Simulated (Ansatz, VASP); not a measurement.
## Two plane-wave programs on KCl

POSCAR

```
KCl
1.0
    0.0000000000      3.5072828304      3.3757597243
    3.5072828304      0.0000000000      3.3757597243
    3.5072828304      3.5072828304      0.0000000000
K Cl
1 1
Direct
    0.0000000000      0.0000000000      0.0000000000
    0.2500000000      0.2500000000      0.2500000000
```

INCAR.step1

```
SYSTEM = KCl
PREC = Accurate
ENCUT = 520
EDIFF = 1E-5
ISMEAR = 0
SIGMA = 0.01
LREAL = .FALSE.
LASPH = .TRUE.
NELM = 60
ALGO = Normal
ISIF = 2
LWAVE = .TRUE.
NBANDS = 15
GGA = PE
```

File INCAR.step2:

```
SYSTEM = KCl
PREC = Accurate
ENCUT = 520
EDIFF = 1E-6
ISMEAR = 0
SIGMA = 0.01
LREAL = .FALSE.
LASPH = .TRUE.
NELM = 60
ALGO = Normal
ISIF = 2
LWAVE = .FALSE.
LCHARG = .TRUE.
GGA = PE
LHFCALC = .TRUE.
HFSCREEN = 0.2079
PRECFOCK = Normal
LELF = .TRUE.
LVHAR = .TRUE.
NBANDS = 15
ISTART = 1
```

The input KPOINTS:

```
Automatic mesh
0
G
  4 4 4
  0 0 0
```

Input for Ansatz:

```yaml
crystal:
  lattice:
    - [0.0, 3.5072828304, 3.3757597243]
    - [3.5072828304, 0.0, 3.3757597243]
    - [3.5072828304, 3.5072828304, 0.0]
  atoms:
    - { symbol: K, position: [0.0, 0.0, 0.0] }
    - { symbol: Cl, position: [0.25, 0.25, 0.25] }
kpoints:
  mp_grid: { grid: [4, 4, 4] }
  band_path:
    path:
      - [0.0, 0.0, 0.0]
      - [-0.5, -0.5, 0.0]
      - [-0.375, -0.375, 0.25]
      - [-0.375, 0.0, 0.375]
      - [0.0, 0.0, 0.5]
      - [-0.5, -0.25, 0.25]
      - [0.0, 0.458333, 0.458333]
    npoints: 1
hamiltonian:
  xc: hse06
scf:
  occupations: { method: fixed }
  n_extra_bands: 4
output:
  forces: true
  stress: true
  eigenvalues: true
```

Change from the starting cell: uniaxial_z strain -3.8%.

Alike in both runs: task single point; functional HSE06; k mesh 4 × 4 × 4; no spin polarisation.

|  | VASP | Ansatz |
| --- | --- | --- |
| version | VASP 6.6.1 | Ansatz 0.2.0 |
| potentials or method | VASP PAW PBE potentials, release 64 (K_sv, Cl) | plane waves, PAW |
| plane-wave cutoff (eV) | 520 | 420 |
| occupations | gaussian, width 0.01 eV | fixed |
| valence electrons in the cell | 16 | 16 |

VASP gave:

```
gap on the k mesh at the Fermi level (eV) : 6.09
pressure (GPa)                            : 0.7
```

What did Ansatz give for the same quantities?

gap on the k mesh at the Fermi level (eV): 6.09; pressure (GPa): 0.6.

Ansatz's warnings: stress exchange threshold loose, stress scf threshold loose.
